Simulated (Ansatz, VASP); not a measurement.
## TaAl5B in VASP and in Ansatz

```
Ta Al B
1.0
     5.13376    0.00000    0.00000
    -2.56688    4.44597    0.00000
     0.00000    0.00000    4.52842
Ta Al B
1 5 1
Direct
  0.00000 0.00000 0.00000
  0.33333 0.66667 0.99992
  0.66667 0.33333 0.00008
  0.50000 0.00000 0.50000
  0.00000 0.50000 0.50000
  0.50000 0.50000 0.50000
  0.00000 0.00000 0.50000
```

Alike in both runs: functional PBE; k mesh 4 × 4 × 3; occupations gaussian, width 0.2 eV; no spin polarisation.

Ansatz relaxed the structure, and its values are those at the end. VASP's run is a single point on that final structure, the one shown.

```csv
,VASP,Ansatz
version,VASP 6.6.1,Ansatz 0.2.0
potentials or method,"VASP PAW PBE potentials, release 64 (Ta_pv, Al, B), cutoff 500 eV","scalar-relativistic, plane waves, PAW"
valence electrons in the cell,29,31
```

|  | VASP | Ansatz | Ansatz less VASP |
| --- | --- | --- | --- |
| gap on the k mesh at the Fermi level (eV) | none | none | - |
| pressure (GPa) | 0.3 | 0.4 | 0.00 |

A gap of «none» marks a metal or a gap that the smearing closes. VASP's potentials hold 29 valence electrons a cell and Ansatz's 31, so a difference there can come from the potentials and not from the codes.

The k mesh is coarse, so the values compare programs but aren't converged. Spin-orbit coupling is off throughout.
